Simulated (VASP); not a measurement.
Wanted: the native input for a VASP 6.6.1 run.

```yaml
Task: single point
Functional: PBEsol
Potentials_or_basis: VASP PAW PBE potentials, release 64 (Zn, Cu)
Cutoff: 520 eV
k_mesh: 14 × 14 × 14
Occupations: fermi-dirac, width 0.05 eV
Spin: no spin polarisation
Dipole_correction: no
Further_INCAR_settings: ALGO = Normal; EDIFF = 1e-06; NBANDS = 18
```

The structure of ZnCu lies in POSCAR:

```
ZnCu
1.0
    2.9450000000     -0.0147250000     -0.0147250000
   -0.0147250000      2.9450000000     -0.0147250000
   -0.0147250000     -0.0147250000      2.9450000000
Zn Cu
1 1
Direct
    0.5000000000      0.5000000000      0.5000000000
    0.0000000000      0.0000000000      0.0000000000
```

This cell differs from its parent crystal: equal xy, yz and zx shear strains of -1 %.

One way to write it, as run:

INCAR

```
ALGO = Normal
EDIFF = 1E-6
ENCUT = 520
GGA = PS
ISIF = 2
ISMEAR = -1
LASPH = True
LCHARG = True
LELF = True
LREAL = False
LVHAR = True
LWAVE = False
NBANDS = 18
NELM = 100
PREC = Accurate
SIGMA = 0.05
```

KPOINTS

```
k-points
0
Gamma
  14 14 14
```

Potentials or basis: VASP PAW PBE potentials, release 64 (Zn, Cu).

Command:

```bash
$ cat potpaw_PBE.64/Zn/POTCAR potpaw_PBE.64/Cu/POTCAR > POTCAR
$ mpirun -np 1 vasp_std > vasp.out
```

It gave:

- Pressure: -4.1 GPa

Caveat: the cell differs from its parent crystal (equal xy, yz and zx shear strains of -1 %); the PAW data sets were made with another functional, which shifts forces and pressure a little.

Run time: 77 s on 1 thread of Intel(R) Xeon(R) Platinum 8375C CPU @ 2.90GHz (Ice Lake), on a shared host, peak memory 0.25 GiB.
